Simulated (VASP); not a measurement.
# ZnS (P1) in VASP: further runs

ZnS is run at these levels: PBE; tasks: single point.

Program: VASP 6.6.1. These are calculated values, not measurements. Logs are shortened: lines on timing, memory, paths and dates and some standing lists are left out, and cuts for length are marked.

## (1) The cell of the first run

The typed cell holds 4 atoms: a = 3.845 Å, b = 3.845 Å, c = 6.305 Å, α = 90.00°, β = 90.00°, γ = 120.00°.

## (2) Single point, PBE (atom 3 (S) moved -0.450 Å towards its neighbour atom 3 (S) at 3.845 Å)

Contents of INCAR:

```
  PREC = Accurate
  ENCUT = 520
  EDIFF = 1E-7
  ISMEAR = 0
  SIGMA = 0.05
  LREAL = False
  LASPH = True
  NELM = 60
  ALGO = Normal
  ISIF = 2
  LWAVE = False
  LCHARG = True
  GGA = PE
  LELF = True
  LVHAR = True
  NBANDS = 26
```

Contents of KPOINTS:

```
Automatic mesh
0
Gamma
  12 12 4
```

Contents of POSCAR:

```
ZnS
1.0
    3.8454929889      0.0000000000      0.0000000000
   -1.9227464944      3.3302946184      0.0000000000
    0.0000000000      0.0000000000      6.3053333047
Zn S
2 2
Direct
    0.3333333333      0.6666666667      0.0052197899
    0.6666666667      0.3333333333      0.5052197899
    0.4503534401      0.7836867734      0.3797802101
    0.6666666667      0.3333333333      0.8797802101
```

Potentials or basis: VASP PAW PBE potentials, release 64 (Zn, S).

Started as:

```
$ cat potpaw_PBE.64/Zn/POTCAR potpaw_PBE.64/S/POTCAR > POTCAR
$ mpirun -np 1 vasp_std > vasp.out
```

OUTCAR:

```text
PREC = Accurate
   ENCUT = 520
   EDIFF = 1E-7
   ISMEAR = 0
   LREAL = False
   LASPH = True
   NELM = 60
   ISIF = 2
   GGA = PE

 ion  position               nearest neighbor table
   1  0.333  0.667  0.005-   4 2.36   4 2.36   4 2.36   3 2.40
   2  0.667  0.333  0.505-   3 2.01   4 2.36   3 2.40   3 2.74
   3  0.450  0.784  0.380-   2 2.01   2 2.40   1 2.40   2 2.74
   4  0.667  0.333  0.880-   1 2.36   1 2.36   1 2.36   2 2.36

  LATTYP: Found a hexagonal cell.
 ALAT       =     3.8454929889
 C/A-ratio  =     1.6396683918

  Lattice vectors:

 A1 = (   3.8454929889,   0.0000000000,   0.0000000000)
 A2 = (  -1.9227464944,   3.3302946184,   0.0000000000)
 A3 = (   0.0000000000,   0.0000000000,   6.3053333047)

Analysis of symmetry for initial positions (statically):
=====================================================================
 Subroutine PRICEL returns:
 Original cell was already a primitive cell.

 Routine SETGRP: Setting up the symmetry group for a
 hexagonal supercell.

 Subroutine GETGRP returns: Found  1 space group operations
 (whereof  1 operations were pure point group operations)
 out of a pool of 24 trial point group operations.

The static configuration has the point symmetry C_1 .

Analysis of symmetry for dynamics (positions and initial velocities):
=====================================================================
 Subroutine PRICEL returns:
 Original cell was already a primitive cell.

 Routine SETGRP: Setting up the symmetry group for a
 hexagonal supercell.

 Subroutine GETGRP returns: Found  1 space group operations
 (whereof  1 operations were pure point group operations)
 out of a pool of 24 trial point group operations.

The dynamic configuration has the point symmetry C_1 .

 Subroutine INISYM returns: Found  1 space group operations
 (whereof  1 operations are pure point group operations),
 and found     1 'primitive' translations

----------------------------------------------------------------------------------------

                                     Primitive cell

  volume of cell :      80.7500

  direct lattice vectors                    reciprocal lattice vectors
     3.845492989  0.000000000  0.000000000     0.260044682  0.150136867  0.000000000
    -1.922746494  3.330294618  0.000000000     0.000000000  0.300273734  0.000000000
     0.000000000  0.000000000  6.305333305     0.000000000  0.000000000  0.158595898

  length of vectors
     3.845492989  3.845492989  6.305333305     0.300273734  0.300273734  0.158595898

  position of ions in fractional coordinates (direct lattice)
     0.333333333  0.666666667  0.005219790
     0.666666667  0.333333333  0.505219790
     0.450353440  0.783686773  0.379780210
     0.666666667  0.333333333  0.879780210

  ion indices of the primitive-cell ions
   primitive index   ion index
                 1           1
                 2           2
                 3           3
                 4           4

----------------------------------------------------------------------------------------

 KPOINTS: Automatic mesh

Automatic generation of k-mesh.
 Grid dimensions read from file:
 generate k-points for:   12   12    4

 Generating k-lattice:

  Cartesian coordinates                     Fractional coordinates (reciprocal lattice)
     0.021670390  0.012511406  0.000000000     0.083333333  0.000000000  0.000000000
     0.000000000  0.025022811  0.000000000     0.000000000  0.083333333  0.000000000
     0.000000000  0.000000000  0.039648975     0.000000000  0.000000000  0.250000000

  Length of vectors
     0.025022811  0.025022811  0.039648975

  Shift w.r.t. Gamma in fractional coordinates (k-lattice)
     0.000000000  0.000000000  0.000000000

 Subroutine IBZKPT returns following result:
 ===========================================

 Found    292 irreducible k-points:

 Following reciprocal coordinates:
            Coordinates               Weight
  0.000000  0.000000  0.000000      1.000000
  0.083333 -0.000000  0.000000      2.000000
  0.000000  0.083333  0.000000      2.000000
 -0.083333  0.083333  0.000000      2.000000
  0.166667 -0.000000  0.000000      2.000000
  0.000000  0.166667  0.000000      2.000000
[... 16 lines left out ...]
  0.166667  0.083333  0.000000      2.000000
 -0.083333  0.250000  0.000000      2.000000
 [... further k-points ...]
   k-points           NKPTS =    292   k-points in BZ     NKDIM =    292   number of bands    NBANDS=     26
   number of dos      NEDOS =    301   number of ions     NIONS =      4
   total plane-waves  NPLWV =  43200
   dimension x,y,z NGX =    30 NGY =   30 NGZ =   48
   dimension x,y,z NGXF=    60 NGYF=   60 NGZF=   96
   ions per type =               2   2
   NGX,Y,Z   is equivalent  to a cutoff of  12.97, 12.97, 12.66 a.u.
   NGXF,Y,Z  is equivalent  to a cutoff of  25.94, 25.94, 25.31 a.u.
 SYSTEM =  unknown system
   PREC   = accura    normal or accurate (medium, high low for compatibility)
   ISTART =      0    job   : 0-new  1-cont  2-samecut
   ICHARG =      2    charge: 1-file 2-atom 10-const
   ISPIN  =      1    spin polarized calculation?
   LNONCOLLINEAR =      F non collinear calculations
   LSORBIT =      F    spin-orbit coupling
   LASPH  =      T    aspherical Exc in radial PAW
   ENCUT  =  520.0 eV  38.22 Ry    6.18 a.u.   7.15  7.15 11.72*2*pi/ulx,y,z
   NELM   =     60;   NELMIN=  2; NELMDL= -5     # of ELM steps
   EDIFF  = 0.1E-06   stopping-criterion for ELM
   LREAL  =      F    real-space projection
   EDIFFG = 0.1E-05   stopping-criterion for IOM
   NSW    =      0    number of steps for IOM
   IBRION =     -1    ionic relax: 0-MD 1-quasi-New 2-CG
   NFREE  =      0    steps in history (QN), initial steepest desc. (CG)
   ISIF   =      2    stress and relaxation
   ISYM   =      2    0-nonsym 1-usesym 2-fastsym
   POTIM  = 0.5000    time-step for ionic-motion
   TEBEG  =    0.0;   TEEND  =   0.0 temperature during run
   PSTRESS=    0.0 pullay stress
   NELECT =      36.0000    total number of electrons
   NUPDOWN=      -1.0000    fix difference up-down
   EMIN   =  10.00;   EMAX   =-10.00  energy-range for DOS
   EFERMI =   0.00;   METHOD = LEGACY
   ISMEAR =     0;   SIGMA  =   0.05  broadening in eV -4-tet -1-fermi 0-gaus
   EFERMI_NEDOS =   21; number of points for ismear=-14 and -15
   IALGO  =     38    algorithm
   IMIX   =      4    mixing-type and parameters
     AMIX     =   0.40;   BMIX     =  1.00
     AMIX_MAG =   1.60;   BMIX_MAG =  1.00
  volume/ion in A,a.u.               =      20.19       136.23
  Fermi-wavevector in a.u.,A,eV,Ry     =   1.250628  2.363344 21.280464  1.564070
  Thomas-Fermi vector in A             =   2.384613
   LORBIT       =      0    0 simple, 1 ext, 2 COOP (PROOUT), +10 PAW based schemes
   GGA     = PE    functional components
   LHFCALC =     F    Hartree Fock is set to
   AEXX    =    0.0000 exact exchange contribution
   IVDW    =     0    specifies the selected vdW correction
   LEPSILON=     F    determine dielectric tensor
   LRPA    =     F    only Hartree local field effects (RPA)
 non-spin polarized calculation
 Gauss-broadening in eV      SIGMA  =   0.05
  energy-cutoff  :      520.00
  volume of cell :       80.75
 maximum number of plane-waves:      2208
 NGX is ok and might be reduce to    30
   NGX = 15   NGY = 15   NGZ = 23

 number of electron      36.0000011 magnetization

 Free energy of the ion-electron system (eV)
  ---------------------------------------------------
  ext. energy  EPLUGINS =         0.00000000
  ---------------------------------------------------
  free energy    TOTEN  =       -12.99612825 eV

  energy without entropy =      -12.99612825  energy(sigma->0) =      -12.99612825

 E-fermi :   2.2146     XC(G=0):  -9.5149

 val. band max:        1.9837777148   @ k =   0.0000   0.0000   0.0000
 cond. band min:       3.9673850637   @ k =   0.0000   0.0000   0.0000
 fundamental gap:      1.9836073489
 Fermi energy:         2.2146355536

 k-point     1 :       0.0000    0.0000    0.0000
  band No.  band energies     occupation
      1     -11.2038      2.00000
      2     -10.3120      2.00000
      3      -4.8310      2.00000
      4      -4.5816      2.00000
      5      -4.4372      2.00000
      6      -4.3363      2.00000
[... 18 lines left out ...]
     25      10.5094      0.00000
     26      10.8671      0.00000

 k-point     2 :       0.0833   -0.0000    0.0000
  band No.  band energies     occupation
      1     -11.1634      2.00000
      2     -10.2862      2.00000
      3      -4.8267      2.00000
      4      -4.5823      2.00000
      5      -4.4320      2.00000
      6      -4.3346      2.00000
[... 18 lines left out ...]
     25      10.3890      0.00000
     26      10.7991      0.00000

 k-point     3 :       0.0000    0.0833    0.0000
  band No.  band energies     occupation
      1     -11.1567      2.00000
      2     -10.2867      2.00000
      3      -4.8345      2.00000
      4      -4.5630      2.00000
      5      -4.4265      2.00000
      6      -4.3334      2.00000
[... 18 lines left out ...]
     25      10.4203      0.00000
     26      10.6284      0.00000

 k-point     4 :      -0.0833    0.0833    0.0000
  band No.  band energies     occupation
      1     -11.1591      2.00000
      2     -10.2857      2.00000
      3      -4.8322      2.00000
      4      -4.5652      2.00000
      5      -4.4388      2.00000
      6      -4.3339      2.00000
[... 18 lines left out ...]
     25      10.4039      0.00000
     26      10.8264      0.00000
[... 496 lines left out ...]
      1     -11.0837      2.00000
      2     -10.2366      2.00000
      3      -4.8223      2.00000
      4      -4.5684      2.00000
      5      -4.4386      2.00000
      6      -4.3343      2.00000
[... 18 lines left out ...]
     25      10.3856      0.00000
     26      10.7931      0.00000

 k-point    23 :       0.1667    0.0833    0.0000
  band No.  band energies     occupation
      1     -10.9333      2.00000
      2     -10.1570      2.00000
      3      -4.8148      2.00000
      4      -4.5626      2.00000
      5      -4.3846      2.00000
      6      -4.3060      2.00000
[... 18 lines left out ...]
     25      10.0486      0.00000
     26      11.1506      0.00000

 k-point    24 :      -0.0833    0.2500    0.0000
  band No.  band energies     occupation
      1     -10.8912      2.00000
      2     -10.1618      2.00000
      3      -4.8253      2.00000
      4      -4.4724      2.00000
      5      -4.3966      2.00000
      6      -4.3234      2.00000
[... 18 lines left out ...]
     25      10.2915      0.00000
     26      10.4501      0.00000

 [... further k-points ...]

------------------------ aborting loop because EDIFF is reached ----------------------------------------

  FORCE on cell =-STRESS in cart. coord.  units (eV):
  Direction    XX          YY          ZZ          XY          YZ          ZX
  --------------------------------------------------------------------------------------
  -------------------------------------------------------------------------------------
  Total       -0.8459975      5.5810549      0.8726536     -1.0006088      2.5339446     -0.3131342
  in kB      -16.7856021    110.7348056     17.3144916    -19.8532747     50.2764918     -6.2129575
  external PRESSURE =      37.0878984 kB  Pullay stress =       0.0000000 kB

 VOLUME and BASIS-vectors are now :
 -----------------------------------------------------------------------------
  energy-cutoff  :      520.00
  volume of cell :       80.75
      direct lattice vectors                 reciprocal lattice vectors
     3.845492989  0.000000000  0.000000000     0.260044682  0.150136867  0.000000000
    -1.922746494  3.330294618  0.000000000     0.000000000  0.300273734  0.000000000
     0.000000000  0.000000000  6.305333305     0.000000000  0.000000000  0.158595898

 POSITION                                       TOTAL-FORCE (eV/Angst)
 -----------------------------------------------------------------------------------
     -0.00000      2.22020      0.03291         0.055576      0.133515      0.116688
      1.92275      1.11010      3.18558        -0.215142      3.686828      1.271401
      0.22500      2.60991      2.39464         0.095950     -4.067532     -1.442090
      1.92275      1.11010      5.54731         0.063616      0.247190      0.054001
 -----------------------------------------------------------------------------------
    total drift:                                0.000020     -0.000096     -0.000390

  FREE ENERGIE OF THE ION-ELECTRON SYSTEM (eV)
  ---------------------------------------------------
  free  energy   TOTEN  =       -12.9961282460 eV

  energy  without entropy=      -12.9961282460  energy(sigma->0) =      -12.99612825
```

It took 4 min on 1 thread of Intel Xeon 6975P-C (Granite Rapids), shared host; peak memory 0.58 GiB.

What came out:

```
Free energy            : -12.9961 eV
Pressure               : 3.7 GPa
Largest force          : 4.317 eV/Å
Band gap on the k mesh : 1.98 eV
```

Forces in eV/Å, atoms in the order of the input:
```
Zn   0.056  0.134  0.117
Zn  -0.215  3.687  1.271
S    0.096 -4.068 -1.442
S    0.064  0.247  0.054
```

Levels at points of the mesh, in eV from the valence-band top:
```csv
k point,band 14,band 15,band 16,band 17,band 18,band 19,band 20,band 21,band 22,band 23
"(0.00, 0.00, 0.00)",-1.29,-0.65,-0.27,-0.05,0.00,1.98,3.09,6.26,6.32,6.46
"(0.50, 0.00, 0.00)",-3.70,-3.27,-2.23,-1.20,-0.82,3.25,3.58,4.24,6.81,7.70
"(0.00, 0.50, 0.00)",-4.46,-2.82,-2.25,-2.06,-0.85,3.68,4.59,6.02,6.20,7.07
"(0.50, 0.50, 0.00)",-4.11,-3.33,-1.97,-1.71,-0.74,3.60,3.91,4.94,6.64,7.58
"(0.00, 0.00, 0.50)",-2.80,-1.01,-0.59,-0.52,-0.08,3.30,3.44,5.99,6.32,6.70
"(0.50, 0.00, 0.50)",-4.12,-2.01,-1.88,-1.59,-1.41,3.34,3.93,4.54,5.27,8.36
"(0.00, 0.50, 0.50)",-4.85,-1.79,-1.65,-1.51,-1.16,2.94,3.59,4.98,5.56,8.67
"(0.50, 0.50, 0.50)",-4.74,-2.03,-1.71,-1.52,-0.94,3.22,3.40,4.82,5.14,8.58
```

Caveat: the cell differs from its parent crystal (atom 3 (S) moved -0.450 Å towards its neighbour atom 3 (S) at 3.845 Å); the cell stands under pressure; forces of over 1 eV/Å act on the atoms, so gaps and moduli don't describe the material at rest.

(Part 1 of 2 ends here.)
